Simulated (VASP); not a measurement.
# SrO (Fm-3m) in VASP: notebook

The runs below take SrO through single point, relaxation of cell and atoms, with RPBE+D4, PBE.

Everything below comes from runs of VASP 6.6.1. Logs are shortened: lines on timing, memory, paths and dates and some standing lists are left out, and cuts for length are marked.

### 1 The cell of the first run

It takes space group Fm-3m (No. 225, cubic). Conventional cell: a = 5.195 Å, b = 5.195 Å, c = 5.195 Å, α = 90.00°, β = 90.00°, γ = 90.00°. Within 3.4 Å of Sr (site symmetry m-3m) lie 6 O at 2.60 Å. Within 3.4 Å of O (site symmetry m-3m) lie 6 Sr at 2.60 Å.

### 2 Single point, RPBE+D4

The input, INCAR:

```
SYSTEM = SrO
ALGO     = Normal         ! electronic algorithm
EDIFF    = 1E-7           ! SCF threshold, eV
ENCUT    = 520            ! plane-wave cutoff, eV
GGA      = RP             ! functional
ISIF     = 2              ! what is computed and relaxed
ISMEAR   = -1             ! smearing method
IVDW     = 13             ! dispersion correction
LASPH    = .True.         ! aspherical terms in the spheres
LCHARG   = .True.         ! write CHGCAR
LELF     = .True.         ! ELF
LREAL    = .False.        ! projectors in reciprocal space
LVHAR    = .True.       
LWAVE    = .False.        ! write WAVECAR
NBANDS   = 15             ! bands
NELM     = 80             ! most SCF steps
PREC     = Accurate       ! precision mode
SIGMA    = 0.05           ! smearing width, eV
```

The input, KPOINTS:

```
k-points
0
Gamma
  9 9 9
  0 0 0
```

The input, POSCAR:

```
SrO
1.0
    0.0000000000      2.5975626036      2.5975626036
    2.5975626036      0.0000000000      2.5975626036
    2.5975626036      2.5975626036      0.0000000000
Sr O
1 1
Direct
    0.5000000000      0.5000000000      0.5000000000
    0.0000000000      0.0000000000      0.0000000000
```

Potentials or basis: VASP PAW PBE potentials, release 64 (Sr_sv, O).

Run with:

```console
> cat potpaw_PBE.64/Sr_sv/POTCAR potpaw_PBE.64/O/POTCAR > POTCAR
> mpirun -np 1 vasp_std > vasp.out
```

OUTCAR:

```text
SYSTEM = SrO
   EDIFF = 1E-7
   ENCUT = 520
   GGA = RP
   ISIF = 2
   ISMEAR = -1
   IVDW = 13
   LASPH = .True.
   LREAL = .False.
   NELM = 80
   PREC = Accurate

 ion  position               nearest neighbor table
   1  0.500  0.500  0.500-   2 2.60   2 2.60   2 2.60   2 2.60   2 2.60   2 2.60
   2  0.000  0.000  0.000-   1 2.60   1 2.60   1 2.60   1 2.60   1 2.60   1 2.60

  LATTYP: Found a face centered cubic cell.
 ALAT       =     5.1951252072

  Lattice vectors:

 A1 = (   0.0000000000,   2.5975626036,   2.5975626036)
 A2 = (   2.5975626036,   0.0000000000,   2.5975626036)
 A3 = (   2.5975626036,   2.5975626036,   0.0000000000)

Analysis of symmetry for initial positions (statically):
=====================================================================
 Subroutine PRICEL returns:
 Original cell was already a primitive cell.

 Routine SETGRP: Setting up the symmetry group for a
 face centered cubic supercell.

 Subroutine GETGRP returns: Found 48 space group operations
 (whereof 48 operations were pure point group operations)
 out of a pool of 48 trial point group operations.

The static configuration has the point symmetry O_h .

Analysis of symmetry for dynamics (positions and initial velocities):
=====================================================================
 Subroutine PRICEL returns:
 Original cell was already a primitive cell.

 Routine SETGRP: Setting up the symmetry group for a
 face centered cubic supercell.

 Subroutine GETGRP returns: Found 48 space group operations
 (whereof 48 operations were pure point group operations)
 out of a pool of 48 trial point group operations.

The dynamic configuration has the point symmetry O_h .

 Subroutine INISYM returns: Found 48 space group operations
 (whereof 48 operations are pure point group operations),
 and found     1 'primitive' translations

----------------------------------------------------------------------------------------

                                     Primitive cell

  volume of cell :      35.0532

  direct lattice vectors                    reciprocal lattice vectors
     0.000000000  2.597562604  2.597562604    -0.192488142  0.192488142  0.192488142
     2.597562604  0.000000000  2.597562604     0.192488142 -0.192488142  0.192488142
     2.597562604  2.597562604  0.000000000     0.192488142  0.192488142 -0.192488142

  length of vectors
     3.673508263  3.673508263  3.673508263     0.333399242  0.333399242  0.333399242

  position of ions in fractional coordinates (direct lattice)
     0.500000000  0.500000000  0.500000000
     0.000000000  0.000000000  0.000000000

  ion indices of the primitive-cell ions
   primitive index   ion index
                 1           1
                 2           2

----------------------------------------------------------------------------------------

 KPOINTS: k-points

Automatic generation of k-mesh.
 Grid dimensions read from file:
 generate k-points for:    9    9    9

 Generating k-lattice:

  Cartesian coordinates                     Fractional coordinates (reciprocal lattice)
    -0.021387571  0.021387571  0.021387571     0.111111111  0.000000000  0.000000000
     0.021387571 -0.021387571  0.021387571     0.000000000  0.111111111  0.000000000
     0.021387571  0.021387571 -0.021387571     0.000000000  0.000000000  0.111111111

  Length of vectors
     0.037044360  0.037044360  0.037044360

  Shift w.r.t. Gamma in fractional coordinates (k-lattice)
     0.000000000  0.000000000  0.000000000

 Subroutine IBZKPT returns following result:
 ===========================================

 Found     35 irreducible k-points:

 Following reciprocal coordinates:
            Coordinates               Weight
  0.000000  0.000000  0.000000      1.000000
  0.111111  0.000000  0.000000      8.000000
  0.222222  0.000000  0.000000      8.000000
  0.333333  0.000000  0.000000      8.000000
  0.444444  0.000000  0.000000      8.000000
  0.111111  0.111111  0.000000      6.000000
[... 16 lines left out ...]
 -0.333333  0.333333  0.000000     12.000000
  0.444444  0.444444  0.000000      6.000000
 [... further k-points ...]
   k-points           NKPTS =     35   k-points in BZ     NKDIM =     35   number of bands    NBANDS=     15
   number of dos      NEDOS =    301   number of ions     NIONS =      2
   total plane-waves  NPLWV =  21952
   dimension x,y,z NGX =    28 NGY =   28 NGZ =   28
   dimension x,y,z NGXF=    56 NGYF=   56 NGZF=   56
   ions per type =               1   1
   NGX,Y,Z   is equivalent  to a cutoff of  12.67, 12.67, 12.67 a.u.
   NGXF,Y,Z  is equivalent  to a cutoff of  25.34, 25.34, 25.34 a.u.
 SYSTEM =  SrO
   PREC   = accura    normal or accurate (medium, high low for compatibility)
   ISTART =      0    job   : 0-new  1-cont  2-samecut
   ICHARG =      2    charge: 1-file 2-atom 10-const
   ISPIN  =      1    spin polarized calculation?
   LNONCOLLINEAR =      F non collinear calculations
   LSORBIT =      F    spin-orbit coupling
   LASPH  =      T    aspherical Exc in radial PAW
   ENCUT  =  520.0 eV  38.22 Ry    6.18 a.u.   6.83  6.83  6.83*2*pi/ulx,y,z
   NELM   =     80;   NELMIN=  2; NELMDL= -5     # of ELM steps
   EDIFF  = 0.1E-06   stopping-criterion for ELM
   LREAL  =      F    real-space projection
   EDIFFG = 0.1E-05   stopping-criterion for IOM
   NSW    =      0    number of steps for IOM
   IBRION =     -1    ionic relax: 0-MD 1-quasi-New 2-CG
   NFREE  =      0    steps in history (QN), initial steepest desc. (CG)
   ISIF   =      2    stress and relaxation
   ISYM   =      2    0-nonsym 1-usesym 2-fastsym
   POTIM  = 0.5000    time-step for ionic-motion
   TEBEG  =    0.0;   TEEND  =   0.0 temperature during run
   PSTRESS=    0.0 pullay stress
   NELECT =      16.0000    total number of electrons
   NUPDOWN=      -1.0000    fix difference up-down
   EMIN   =  10.00;   EMAX   =-10.00  energy-range for DOS
   EFERMI =   0.00;   METHOD = LEGACY
   ISMEAR =    -1;   SIGMA  =   0.05  broadening in eV -4-tet -1-fermi 0-gaus
   EFERMI_NEDOS =   21; number of points for ismear=-14 and -15
   IALGO  =     38    algorithm
   IMIX   =      4    mixing-type and parameters
     AMIX     =   0.40;   BMIX     =  1.00
     AMIX_MAG =   1.60;   BMIX_MAG =  1.00
  volume/ion in A,a.u.               =      17.53       118.28
  Fermi-wavevector in a.u.,A,eV,Ry     =   1.260488  2.381977 21.617353  1.588831
  Thomas-Fermi vector in A             =   2.393995
   LORBIT       =      0    0 simple, 1 ext, 2 COOP (PROOUT), +10 PAW based schemes
   GGA     = RP    functional components
   LHFCALC =     F    Hartree Fock is set to
   AEXX    =    0.0000 exact exchange contribution
   IVDW    =    13    specifies the selected vdW correction
   LEPSILON=     F    determine dielectric tensor
   LRPA    =     F    only Hartree local field effects (RPA)
 non-spin polarized calculation
  energy-cutoff  :      520.00
  volume of cell :       35.05
 maximum number of plane-waves:       958
   NGX = 13   NGY = 13   NGZ = 13

 number of electron      16.0000000 magnetization

 Free energy of the ion-electron system (eV)
  ---------------------------------------------------
  ext. energy  EPLUGINS =         0.00000000
  ---------------------------------------------------
  free energy    TOTEN  =       -11.37220515 eV

  energy without entropy =      -11.37220515  energy(sigma->0) =      -11.37220515

 E-fermi :   2.6863     XC(G=0):  -9.6256

 val. band max:        1.7031585717   @ k =   0.0000   0.0000   0.0000
 cond. band min:       5.1542439801   @ k =   0.4444   0.4444   0.0000
 fundamental gap:      3.4510854084
 Fermi energy:         2.6863229017

 k-point     1 :       0.0000    0.0000    0.0000
  band No.  band energies     occupation
      1     -30.8979      2.00000
      2     -13.4428      2.00000
      3     -12.5754      2.00000
      4     -12.5754      2.00000
      5     -12.5754      2.00000
      6       1.7032      2.00000
      7       1.7032      2.00000
      8       1.7032      2.00000
      9       5.6477      0.00000
     10       7.9051      0.00000
     11       7.9051      0.00000
     12       7.9051      0.00000
     13       9.9469      0.00000
     14       9.9469      0.00000
     15      14.4801      0.00000

 k-point     2 :       0.1111    0.0000    0.0000
  band No.  band energies     occupation
      1     -30.8843      2.00000
      2     -13.7524      2.00000
      3     -12.5842      2.00000
      4     -12.5842      2.00000
      5     -12.2996      2.00000
      6       1.3537      2.00000
      7       1.5547      2.00000
      8       1.5547      2.00000
      9       6.1915      0.00000
     10       7.7905      0.00000
     11       8.1367      0.00000
     12       8.1367      0.00000
     13      10.2544      0.00000
     14      10.2544      0.00000
     15      15.2359      0.00000

 k-point     3 :       0.2222    0.0000    0.0000
  band No.  band energies     occupation
      1     -30.8496      2.00000
      2     -14.2457      2.00000
      3     -12.6063      2.00000
      4     -12.6063      2.00000
      5     -11.8926      2.00000
      6       0.6626      2.00000
      7       1.2116      2.00000
      8       1.2116      2.00000
      9       7.4171      0.00000
     10       7.7342      0.00000
     11       8.7793      0.00000
     12       8.7793      0.00000
     13      11.0513      0.00000
     14      11.0513      0.00000
     15      16.9019      0.00000

 k-point     4 :       0.3333    0.0000    0.0000
  band No.  band energies     occupation
      1     -30.8097      2.00000
      2     -14.6523      2.00000
      3     -12.6311      2.00000
      4     -12.6311      2.00000
      5     -11.5843      2.00000
      6       0.0405      2.00000
      7       0.8656      2.00000
      8       0.8656      2.00000
      9       7.8799      0.00000
     10       8.8803      0.00000
     11       9.6394      0.00000
     12       9.6394      0.00000
     13      12.0934      0.00000
     14      12.0934      0.00000
     15      17.2735      0.00000
[... 307 lines left out ...]
 k-point    22 :      -0.4444    0.3333    0.0000
  band No.  band energies     occupation
      1     -30.7498      2.00000
      2     -14.1759      2.00000
      3     -13.2037      2.00000
      4     -12.8192      2.00000
      5     -12.1840      2.00000
      6       0.8571      2.00000
      7       1.1377      2.00000
      8       1.2102      2.00000
      9       6.3197      0.00000
     10       9.6206      0.00000
     11      10.2900      0.00000
     12      11.6583      0.00000
     13      12.3630      0.00000
     14      14.5423      0.00000
     15      14.7349      0.00000

 k-point    23 :      -0.3333    0.3333    0.0000
  band No.  band energies     occupation
      1     -30.7530      2.00000
      2     -14.3921      2.00000
      3     -13.1780      2.00000
      4     -12.7555      2.00000
      5     -11.9032      2.00000
      6       0.4363      2.00000
      7       0.9340      2.00000
      8       1.1986      2.00000
      9       7.4020      0.00000
     10       8.8601      0.00000
     11      10.4435      0.00000
     12      11.0828      0.00000
     13      12.7225      0.00000
     14      14.2902      0.00000
     15      16.3821      0.00000

 k-point    24 :       0.4444    0.4444    0.0000
  band No.  band energies     occupation
      1     -30.7499      2.00000
      2     -13.7303      2.00000
      3     -13.0490      2.00000
      4     -12.8882      2.00000
      5     -12.8882      2.00000
      6       1.1261      2.00000
      7       1.5890      2.00000
      8       1.5890      2.00000
      9       5.1542      0.00000
     10       9.2176      0.00000
     11      11.5708      0.00000
     12      11.9554      0.00000
     13      12.3447      0.00000
     14      12.3447      0.00000
     15      15.4994      0.00000

 [... further k-points ...]

------------------------ aborting loop because EDIFF is reached ----------------------------------------

  DFT-D4 for vdW energy calculation

  Edisp (eV):   -0.61283

  FORCE on cell =-STRESS in cart. coord.  units (eV):
  Direction    XX          YY          ZZ          XY          YZ          ZX
  --------------------------------------------------------------------------------------
  -------------------------------------------------------------------------------------
  Total       0.11620     0.11620     0.11620    -0.00000     0.00000     0.00000
  in kB       5.31128     5.31128     5.31128    -0.00000     0.00000     0.00000
  external pressure =        5.31 kB  Pullay stress =        0.00 kB

 VOLUME and BASIS-vectors are now :
 -----------------------------------------------------------------------------
  energy-cutoff  :      520.00
  volume of cell :       35.05
      direct lattice vectors                 reciprocal lattice vectors
     0.000000000  2.597562604  2.597562604    -0.192488142  0.192488142  0.192488142
     2.597562604  0.000000000  2.597562604     0.192488142 -0.192488142  0.192488142
     2.597562604  2.597562604  0.000000000     0.192488142  0.192488142 -0.192488142

 POSITION                                       TOTAL-FORCE (eV/Angst)
 -----------------------------------------------------------------------------------
      2.59756      2.59756      2.59756         0.000000      0.000000      0.000000
      0.00000      0.00000      0.00000        -0.000000     -0.000000      0.000000
 -----------------------------------------------------------------------------------
    total drift:                                0.000000      0.000000      0.000000

  FREE ENERGIE OF THE ION-ELECTRON SYSTEM (eV)
  ---------------------------------------------------
  free  energy   TOTEN  =       -11.9850316145 eV

  energy  without entropy=      -11.9850316144  energy(sigma->0) =      -11.98503161
```

It took 25 s on 1 thread of AMD EPYC 9R14 (Zen 4), shared host; peak memory 0.14 GiB.

What came out:

- Free energy: -11.9850 eV
- Pressure: 0.5 GPa
- Band gap on the k mesh: 3.45 eV (least direct gap 3.57 eV)
- Dispersion energy per atom: -0.306 eV

Caveat: the PAW data sets were made with another functional, which shifts forces and pressure a little; an odd mesh through Γ misses points on the zone boundary, where band edges can lie.

### 3 Relaxation of cell and atoms, PBE, target pressure 10 GPa, at which the enthalpy is minimised

This run uses another cell than the first one, of 16.90 Å³/atom.

The input, INCAR:

```
SYSTEM = SrO
PREC     = Accurate       ! precision mode
ENCUT    = 600            ! plane-wave cutoff, eV
EDIFF    = 1E-6           ! SCF threshold, eV
ISMEAR   = -1             ! smearing method
SIGMA    = 0.05           ! smearing width, eV
LREAL    = .FALSE.        ! projectors in reciprocal space
LASPH    = .TRUE.         ! aspherical terms in the spheres
NELM     = 60             ! most SCF steps
ALGO     = Normal         ! electronic algorithm
ISIF     = 3              ! what is computed and relaxed
LWAVE    = .FALSE.        ! write WAVECAR
LCHARG   = .FALSE.        ! write CHGCAR
GGA      = PE             ! functional
IBRION   = 2              ! ionic algorithm
NSW      = 60             ! ionic steps
EDIFFG   = -0.01          ! ionic threshold
PSTRESS  = 100.0
```

The input, KPOINTS:

```
Automatic mesh
0
G
  9 9 9
  0 0 0
```

The input, POSCAR:

```
SrO
1.0
    0.0000000000      2.5663000000      2.5663000000
    2.5663000000      0.0000000000      2.5663000000
    2.5663000000      2.5663000000      0.0000000000
Sr O
1 1
Direct
    0.5000000000      0.5000000000      0.5000000000
    0.0000000000      0.0000000000      0.0000000000
```

Potentials or basis: VASP PAW PBE potentials, release 64 (Sr_sv, O).

Run with:

```console
> cat potpaw_PBE.64/Sr_sv/POTCAR potpaw_PBE.64/O/POTCAR > POTCAR
> mpirun -np 1 vasp_std > vasp.out
```

Wall time 48 s (1 thread of AMD EPYC 9R14 (Zen 4), shared host); peak memory 0.15 GiB.

It converged, with:

- Free energy: -11.9638 eV
- Relaxed volume: 16.01 Å³/atom
- Relaxed cell: a = 3.565 Å, b = 3.565 Å, c = 3.565 Å, α = 60.00°, β = 60.00°, γ = 60.00°
- Space group after relaxing (to 0.1 Å): Fm-3m (No. 225)
- Energy change on relaxing (the run minimises the enthalpy): +37.5 meV/atom
- Ionic steps: 3
- Pressure after relaxing: 10.0 GPa
- Band gap on the k mesh: 3.28 eV (least direct gap 3.34 eV)

The path:
| step | energy change (eV) | largest force (eV/Å) | pressure (GPa) | volume (Å³) |
| --- | --- | --- | --- | --- |
| 1 | 0.0000 | 0.0000 | 3.83 | 33.80 |
| 2 | 0.1792 | 0.0000 | 15.81 | 30.72 |
| 3 | 0.0749 | 0.0000 | 9.98 | 32.03 |

Final structure:
```xyz
2
Lattice="0.0000 2.5205 2.5205 2.5205 0.0000 2.5205 2.5205 2.5205 0.0000" Properties=species:S:1:pos:R:3 pbc="T T T"
Sr    2.5205    2.5205    2.5205
O     0.0000    0.0000    0.0000
```

Levels at points of the mesh, in eV from the valence-band top:
```tsv
k point	band 4	band 5	band 6	band 7	band 8	band 9	band 10	band 11	band 12
(0.00, 0.00, 0.00)	-13.76	-13.76	0.00	0.00	0.00	4.43	6.34	6.34	6.34
```

Caveat: the cell is relaxed towards a set pressure, so the run minimises the enthalpy, not the energy; an odd mesh through Γ misses points on the zone boundary, where band edges can lie.
